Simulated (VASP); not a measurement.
# CuI (P6_3/mmc) in VASP: further runs

CuI is run at these levels: PBE, r2SCAN; tasks: single point.

Program: VASP 6.6.1. These are calculated values, not measurements. Logs are shortened: lines on timing, memory, paths and dates and some standing lists are left out, and cuts for length are marked.

## 1. The cell of the first run

Symmetry: P6_3/mmc, No. 194, hexagonal system. The conventional cell has a = 4.476 Å, b = 4.476 Å, c = 8.255 Å, α = 90.00°, β = 90.00°, γ = 120.00°. Within 3.4 Å of Cu (site symmetry -6m2) lie 3 I at 2.58 Å. I (site symmetry -6m2) has 3 Cu at 2.58 Å within 3.4 Å.

## 2. Single point, PBE (35.81 Å³/atom)

The input, INCAR:

```
PREC = Accurate
ENCUT = 520
EDIFF = 1E-6
ISMEAR = 0
SIGMA = 0.01
LREAL = F
LASPH = T
NELM = 100
ALGO = Normal
ISIF = 2
LWAVE = F
LCHARG = F
GGA = PE
NBANDS = 26
```

The input, KPOINTS:

```
Automatic mesh
0
Gamma
  6 6 4
```

The input, POSCAR:

```
CuI
1.0
    4.4762003941      0.0000000000      0.0000000000
   -2.2381001971      3.8765032537      0.0000000000
    0.0000000000      0.0000000000      8.2545064763
Cu I
2 2
Direct
    0.3333333333      0.6666666667      0.2500000000
    0.6666666667      0.3333333333      0.7500000000
    0.6666666667      0.3333333333      0.2500000000
    0.3333333333      0.6666666667      0.7500000000
```

Potentials or basis: VASP PAW PBE potentials, release 64 (Cu, I).

Started as:

```console
> cat potpaw_PBE.64/Cu/POTCAR potpaw_PBE.64/I/POTCAR > POTCAR
> mpirun -np 1 vasp_std > vasp.out
```

OUTCAR:

```text
PREC = Accurate
   ENCUT = 520
   EDIFF = 1E-6
   ISMEAR = 0
   LREAL = F
   LASPH = T
   NELM = 100
   ISIF = 2
   GGA = PE

 ion  position               nearest neighbor table
   1  0.333  0.667  0.250-   3 2.58   3 2.58   3 2.58
   2  0.667  0.333  0.750-   4 2.58   4 2.58   4 2.58
   3  0.667  0.333  0.250-   1 2.58   1 2.58   1 2.58
   4  0.333  0.667  0.750-   2 2.58   2 2.58   2 2.58

  LATTYP: Found a hexagonal cell.
 ALAT       =     4.4762003941
 C/A-ratio  =     1.8440877864

  Lattice vectors:

 A1 = (   4.4762003941,   0.0000000000,   0.0000000000)
 A2 = (  -2.2381001971,   3.8765032537,   0.0000000000)
 A3 = (   0.0000000000,   0.0000000000,   8.2545064763)

Analysis of symmetry for initial positions (statically):
=====================================================================
 Subroutine PRICEL returns:
 Original cell was already a primitive cell.

 Routine SETGRP: Setting up the symmetry group for a
 hexagonal supercell.

 Subroutine GETGRP returns: Found 24 space group operations
 (whereof 12 operations were pure point group operations)
 out of a pool of 24 trial point group operations.

The static configuration has the point symmetry D_3d.
 The point group associated with its full space group is D_6h.

Analysis of symmetry for dynamics (positions and initial velocities):
=====================================================================
 Subroutine PRICEL returns:
 Original cell was already a primitive cell.

 Routine SETGRP: Setting up the symmetry group for a
 hexagonal supercell.

 Subroutine GETGRP returns: Found 24 space group operations
 (whereof 12 operations were pure point group operations)
 out of a pool of 24 trial point group operations.

The dynamic configuration has the point symmetry D_3d.
 The point group associated with its full space group is D_6h.

 Subroutine INISYM returns: Found 24 space group operations
 (whereof 12 operations are pure point group operations),
 and found     1 'primitive' translations

----------------------------------------------------------------------------------------

                                     Primitive cell

  volume of cell :     143.2322

  direct lattice vectors                    reciprocal lattice vectors
     4.476200394  0.000000000  0.000000000     0.223403760  0.128982221  0.000000000
    -2.238100197  3.876503254  0.000000000     0.000000000  0.257964442  0.000000000
     0.000000000  0.000000000  8.254506476     0.000000000  0.000000000  0.121145947

  length of vectors
     4.476200394  4.476200394  8.254506476     0.257964442  0.257964442  0.121145947

  position of ions in fractional coordinates (direct lattice)
     0.333333333  0.666666667  0.250000000
     0.666666667  0.333333333  0.750000000
     0.666666667  0.333333333  0.250000000
     0.333333333  0.666666667  0.750000000

  ion indices of the primitive-cell ions
   primitive index   ion index
                 1           1
                 2           2
                 3           3
                 4           4

----------------------------------------------------------------------------------------

 KPOINTS: Automatic mesh

Automatic generation of k-mesh.
 Grid dimensions read from file:
 generate k-points for:    6    6    4

 Generating k-lattice:

  Cartesian coordinates                     Fractional coordinates (reciprocal lattice)
     0.037233960  0.021497037  0.000000000     0.166666667  0.000000000  0.000000000
     0.000000000  0.042994074  0.000000000     0.000000000  0.166666667  0.000000000
     0.000000000  0.000000000  0.030286487     0.000000000  0.000000000  0.250000000

  Length of vectors
     0.042994074  0.042994074  0.030286487

  Shift w.r.t. Gamma in fractional coordinates (k-lattice)
     0.000000000  0.000000000  0.000000000

 Subroutine IBZKPT returns following result:
 ===========================================

 Found     21 irreducible k-points:

 Following reciprocal coordinates:
            Coordinates               Weight
  0.000000  0.000000  0.000000      1.000000
  0.166667  0.000000  0.000000      6.000000
  0.333333  0.000000  0.000000      6.000000
  0.500000  0.000000  0.000000      3.000000
  0.166667  0.166667  0.000000      6.000000
  0.333333  0.166667  0.000000     12.000000
[... 13 lines left out ...]
  0.333333  0.166667  0.500000     12.000000
  0.333333  0.333333  0.500000      2.000000
   k-points           NKPTS =     21   k-points in BZ     NKDIM =     21   number of bands    NBANDS=     26
   number of dos      NEDOS =    301   number of ions     NIONS =      4
   total plane-waves  NPLWV =  82944
   dimension x,y,z NGX =    36 NGY =   36 NGZ =   64
   dimension x,y,z NGXF=    72 NGYF=   72 NGZF=  128
   ions per type =               2   2
   NGX,Y,Z   is equivalent  to a cutoff of  13.37, 13.37, 12.89 a.u.
   NGXF,Y,Z  is equivalent  to a cutoff of  26.74, 26.74, 25.78 a.u.
 SYSTEM =  unknown system
   PREC   = accura    normal or accurate (medium, high low for compatibility)
   ISTART =      0    job   : 0-new  1-cont  2-samecut
   ICHARG =      2    charge: 1-file 2-atom 10-const
   ISPIN  =      1    spin polarized calculation?
   LNONCOLLINEAR =      F non collinear calculations
   LSORBIT =      F    spin-orbit coupling
   LASPH  =      T    aspherical Exc in radial PAW
   ENCUT  =  520.0 eV  38.22 Ry    6.18 a.u.   8.32  8.32 15.35*2*pi/ulx,y,z
   NELM   =    100;   NELMIN=  2; NELMDL= -5     # of ELM steps
   EDIFF  = 0.1E-05   stopping-criterion for ELM
   LREAL  =      F    real-space projection
   EDIFFG = 0.1E-04   stopping-criterion for IOM
   NSW    =      0    number of steps for IOM
   IBRION =     -1    ionic relax: 0-MD 1-quasi-New 2-CG
   NFREE  =      0    steps in history (QN), initial steepest desc. (CG)
   ISIF   =      2    stress and relaxation
   ISYM   =      2    0-nonsym 1-usesym 2-fastsym
   POTIM  = 0.5000    time-step for ionic-motion
   TEBEG  =    0.0;   TEEND  =   0.0 temperature during run
   PSTRESS=    0.0 pullay stress
   NELECT =      36.0000    total number of electrons
   NUPDOWN=      -1.0000    fix difference up-down
   EMIN   =  10.00;   EMAX   =-10.00  energy-range for DOS
   EFERMI =   0.00;   METHOD = LEGACY
   ISMEAR =     0;   SIGMA  =   0.01  broadening in eV -4-tet -1-fermi 0-gaus
   EFERMI_NEDOS =   21; number of points for ismear=-14 and -15
   IALGO  =     38    algorithm
   IMIX   =      4    mixing-type and parameters
     AMIX     =   0.40;   BMIX     =  1.00
     AMIX_MAG =   1.60;   BMIX_MAG =  1.00
  volume/ion in A,a.u.               =      35.81       241.64
  Fermi-wavevector in a.u.,A,eV,Ry     =   1.033147  1.952365 14.522756  1.067392
  Thomas-Fermi vector in A             =   2.167379
   LORBIT       =      0    0 simple, 1 ext, 2 COOP (PROOUT), +10 PAW based schemes
   GGA     = PE    functional components
   LHFCALC =     F    Hartree Fock is set to
   AEXX    =    0.0000 exact exchange contribution
   IVDW    =     0    specifies the selected vdW correction
   LEPSILON=     F    determine dielectric tensor
   LRPA    =     F    only Hartree local field effects (RPA)
 non-spin polarized calculation
 Gauss-broadening in eV      SIGMA  =   0.01
  energy-cutoff  :      520.00
  volume of cell :      143.23
 maximum number of plane-waves:      3877
 NGX is ok and might be reduce to    36
   NGX = 17   NGY = 17   NGZ = 31

 number of electron      35.9999977 magnetization

 Free energy of the ion-electron system (eV)
  ---------------------------------------------------
  ext. energy  EPLUGINS =         0.00000000
  ---------------------------------------------------
  free energy    TOTEN  =       -10.79310742 eV

  energy without entropy =      -10.79310742  energy(sigma->0) =      -10.79310742

 E-fermi :   2.2405     XC(G=0):  -7.7011

 val. band max:        2.1643555127   @ k =   0.0000   0.0000   0.0000
 cond. band min:       3.1985073612   @ k =   0.0000   0.0000   0.0000
 fundamental gap:      1.0341518485
 Fermi energy:         2.2404664756

 k-point     1 :       0.0000    0.0000    0.0000
  band No.  band energies     occupation
      1     -11.1254      2.00000
      2     -10.9909      2.00000
      3      -1.5203      2.00000
      4      -1.5203      2.00000
      5      -1.4659      2.00000
      6      -1.4659      2.00000
[... 18 lines left out ...]
     25       7.9449      0.00000
     26       8.2963      0.00000

 k-point     2 :       0.1667    0.0000    0.0000
  band No.  band energies     occupation
      1     -11.0455      2.00000
      2     -10.9242      2.00000
      3      -1.8655      2.00000
      4      -1.8020      2.00000
      5      -1.4819      2.00000
      6      -1.4044      2.00000
[... 18 lines left out ...]
     25       8.0421      0.00000
     26       8.2866      0.00000

 k-point     3 :       0.3333    0.0000    0.0000
  band No.  band energies     occupation
      1     -10.8705      2.00000
      2     -10.7881      2.00000
      3      -2.5348      2.00000
      4      -2.4299      2.00000
      5      -1.3861      2.00000
      6      -1.2641      2.00000
[... 18 lines left out ...]
     25       9.5197      0.00000
     26       9.7067      0.00000

 k-point     4 :       0.5000    0.0000    0.0000
  band No.  band energies     occupation
      1     -10.7695      2.00000
      2     -10.7237      2.00000
      3      -2.8530      2.00000
      4      -2.7278      2.00000
      5      -1.3269      2.00000
      6      -1.1792      2.00000
[... 18 lines left out ...]
     25       9.5030      0.00000
     26       9.8170      0.00000
[... 409 lines left out ...]
      1     -10.8701      2.00000
      2     -10.8701      2.00000
      3      -2.2938      2.00000
      4      -2.2938      2.00000
      5      -1.4263      2.00000
      6      -1.4263      2.00000
[... 18 lines left out ...]
     25       9.4267      0.00000
     26       9.4267      0.00000

 k-point    20 :       0.3333    0.1667    0.5000
  band No.  band energies     occupation
      1     -10.7474      2.00000
      2     -10.7474      2.00000
      3      -2.6730      2.00000
      4      -2.6730      2.00000
      5      -1.4664      2.00000
      6      -1.4664      2.00000
[... 18 lines left out ...]
     25       9.2771      0.00000
     26       9.2771      0.00000

 k-point    21 :       0.3333    0.3333    0.5000
  band No.  band energies     occupation
      1     -10.7056      2.00000
      2     -10.7056      2.00000
      3      -2.6311      2.00000
      4      -2.6311      2.00000
      5      -1.7195      2.00000
      6      -1.7195      2.00000
[... 18 lines left out ...]
     25       9.5086      0.00000
     26       9.5087      0.00000

------------------------ aborting loop because EDIFF is reached ----------------------------------------

  FORCE on cell =-STRESS in cart. coord.  units (eV):
  Direction    XX          YY          ZZ          XY          YZ          ZX
  --------------------------------------------------------------------------------------
  -------------------------------------------------------------------------------------
  Total       -1.9292902     -1.9292902     -0.1451983      0.0000000     -0.0000000      0.0000000
  in kB      -21.5807909    -21.5807909     -1.6241699      0.0000000     -0.0000000      0.0000000
  external PRESSURE =     -14.9285839 kB  Pullay stress =       0.0000000 kB

 VOLUME and BASIS-vectors are now :
 -----------------------------------------------------------------------------
  energy-cutoff  :      520.00
  volume of cell :      143.23
      direct lattice vectors                 reciprocal lattice vectors
     4.476200394  0.000000000  0.000000000     0.223403760  0.128982221  0.000000000
    -2.238100197  3.876503254  0.000000000     0.000000000  0.257964442  0.000000000
     0.000000000  0.000000000  8.254506476     0.000000000  0.000000000  0.121145947

 POSITION                                       TOTAL-FORCE (eV/Angst)
 -----------------------------------------------------------------------------------
     -0.00000      2.58434      2.06363        -0.000000      0.000000      0.000000
      2.23810      1.29217      6.19088         0.000000      0.000000      0.000000
      2.23810      1.29217      2.06363        -0.000000      0.000000      0.000000
     -0.00000      2.58434      6.19088         0.000000     -0.000000      0.000000
 -----------------------------------------------------------------------------------
    total drift:                                0.000000     -0.000000      0.000000

  FREE ENERGIE OF THE ION-ELECTRON SYSTEM (eV)
  ---------------------------------------------------
  free  energy   TOTEN  =       -10.7931074197 eV

  energy  without entropy=      -10.7931074197  energy(sigma->0) =      -10.79310742
```

It took 2.8 min on 1 thread of Intel Xeon 8259CL, shared host; peak memory 0.3 GiB.

Results:

```yaml
Free_energy: -10.7931 eV
Pressure: -1.5 GPa
Band_gap_on_the_k_mesh: 1.03 eV
```

Levels at points of the mesh, in eV from the valence-band top:
```
           k point  band 15  band 16  band 17  band 18  band 19  band 20  band 21  band 22
(0.00, 0.00, 0.00)    -0.10    -0.10     0.00     0.00     1.03     1.37     5.12     5.12
(0.50, 0.00, 0.00)    -1.22    -1.15    -1.03    -0.81     2.61     2.87     3.69     4.66
(0.00, 0.00, 0.50)    -0.05    -0.05    -0.05    -0.05     1.41     1.41     5.20     5.20
(0.50, 0.00, 0.50)    -1.19    -1.19    -0.84    -0.84     2.77     2.77     3.57     3.57
```

Caveat: spin-orbit coupling is left out, which moves the levels of the heavy elements. A k mesh can miss the band edges.

[end of part 1 of 2]
